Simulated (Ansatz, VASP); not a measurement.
Li6Be2Nb: VASP beside Ansatz

INCAR

```
SYSTEM = Li6Be2Nb
  PREC = Accurate
  ENCUT = 520
  EDIFF = 1E-6
  ISMEAR = 0
  SIGMA = 0.1
  LREAL = .FALSE.
  LASPH = .TRUE.
  NELM = 100
  ALGO = Normal
  ISIF = 2
  LWAVE = .FALSE.
  LCHARG = .FALSE.
  GGA = PE
  NBANDS = 28
```

The input KPOINTS:

```
Automatic mesh
0
G
  4 4 4
  0 0 0
```

The input POSCAR:

```
Li6Be2Nb
1.0
    0.0000000000      3.5988425500      3.5988425500
    3.5988425500      0.0000000000      3.5988425500
    3.5988425500      3.5988425500      0.0000000000
Li Be Nb
6 2 1
Direct
    0.2150038000      0.7849962000      0.2150038000
    0.2150038000      0.7849962000      0.7849962000
    0.7849962000      0.2150038000      0.2150038000
    0.7849962000      0.7849962000      0.2150038000
    0.2150038000      0.2150038000      0.7849962000
    0.7849962000      0.2150038000      0.7849962000
    0.2500000000      0.2500000000      0.2500000000
    0.7500000000      0.7500000000      0.7500000000
    0.0000000000      0.0000000000      0.0000000000
```

Input for Ansatz:

```yaml
crystal:
  lattice:
    - [0.0, 3.59884255, 3.59884255]
    - [3.59884255, 0.0, 3.59884255]
    - [3.59884255, 3.59884255, 0.0]
  atoms:
    - { symbol: Li, position: [0.2150038, 0.7849962, 0.2150038] }
    - { symbol: Li, position: [0.2150038, 0.7849962, 0.7849962] }
    - { symbol: Li, position: [0.7849962, 0.2150038, 0.2150038] }
    - { symbol: Li, position: [0.7849962, 0.7849962, 0.2150038] }
    - { symbol: Li, position: [0.2150038, 0.2150038, 0.7849962] }
    - { symbol: Li, position: [0.7849962, 0.2150038, 0.7849962] }
    - { symbol: Be, position: [0.25, 0.25, 0.25] }
    - { symbol: Be, position: [0.75, 0.75, 0.75] }
    - { symbol: Nb, position: [0.0, 0.0, 0.0] }
basis:
  ecutwfc: 420
kpoints:
  mp_grid: { grid: [4, 4, 4] }
hamiltonian:
  xc: pbe
scf:
  occupations: { method: gaussian, width: 0.1 }
  lower_state_search: "off"
output:
  forces: true
  stress: true
  eigenvalues: true
```

Change from the starting cell: species swapped into the Cs2PdF6 type (Fm-3m, No. 225).

Alike in both runs: task single point; functional PBE; k mesh 4 × 4 × 4; occupations gaussian, width 0.1 eV; no spin polarisation.

|  | VASP | Ansatz |
| --- | --- | --- |
| version | VASP 6.6.1 | Ansatz 0.2.0 |
| potentials or method | VASP PAW PBE potentials, release 64 (Li_sv, Be, Nb_sv), cutoff 520 eV | scalar-relativistic, plane waves, PAW |
| valence electrons in the cell | 35 | 35 |

```tsv
	VASP	Ansatz	Ansatz less VASP
gap on the k mesh at the Fermi level (eV)	none	none	-
rms of the force components (eV/Å)	6.734	6.086	-0.6484
```

Atom by atom the forces differ by 0.648 eV/Å (rms over components). A gap of «none» marks a metal or a gap that the smearing closes. The functional is the same, so the differences come from potentials, cutoffs and numerics.

The k mesh is coarse, so the values compare programs but aren't converged. Noted on VASP's run: the cutoff is short for stress, so the pressure is rough.
